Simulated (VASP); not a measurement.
Write the native input for VASP 6.6.1 that does the following.

| Item | Value |
| --- | --- |
| Task | single point |
| Functional | PBEsol |
| Potentials or basis | VASP PAW PBE potentials, release 64 (Ta_pv, N) |
| Cutoff | 520 eV |
| k mesh | 18 × 18 × 8 |
| Occupations | gaussian, width 0.15 eV |
| Spin | no spin polarisation |
| Dipole correction | no |
| Further INCAR settings | ALGO = Normal; EDIFF = 1e-07; NBANDS = 27 |

The structure of Ta3N lies in POSCAR:

```
Ta3N
1.0
    3.0005045844      0.0000000000      0.0000000000
   -1.5002522922      2.5985131942      0.0000000000
    0.0000000000      0.0000000000      7.4499251172
Ta N
3 1
Direct
    0.0000000000      0.0000000000      0.5000000000
    0.3333333333      0.6666666667      0.1725859884
    0.6666666667      0.3333333333      0.8274140116
   -0.0288626589     -0.0577253178      0.0000000000
```

This cell differs from its parent crystal: atom 4 (N) moved by (+0.000, -0.150) A along x and y.

These files were run (other wordings do the same):

INCAR

```
PREC = Accurate
ENCUT = 520
EDIFF = 1E-7
ISMEAR = 0
SIGMA = 0.15
LREAL = F
LASPH = T
NELM = 100
ALGO = Normal
ISIF = 2
LWAVE = F
LCHARG = F
GGA = PS
NBANDS = 27
```

KPOINTS

```
Automatic mesh
0
Gamma
  18 18 8
```

Potentials or basis: VASP PAW PBE potentials, release 64 (Ta_pv, N).

Launch:

```sh
$ cat potpaw_PBE.64/Ta_pv/POTCAR potpaw_PBE.64/N/POTCAR > POTCAR
$ mpirun -np 1 vasp_std > vasp.out
```

Results of the run:

The pressure is 1.9 GPa and the largest force is 2.132 eV/Å. The band gap on the k mesh is zero (bands 19 and 20 overlap by 0.95 eV).

Caveat: the cell differs from its parent crystal (atom 4 (N) moved by (+0.000, -0.150) A along x and y); the PAW data sets were made with another functional, which shifts forces and pressure a little; spin-orbit coupling is left out, which moves the levels of the heavy elements.

Wall time 21 min on 1 thread of Intel Xeon 8259CL (shared host), peak memory 0.9 GiB.
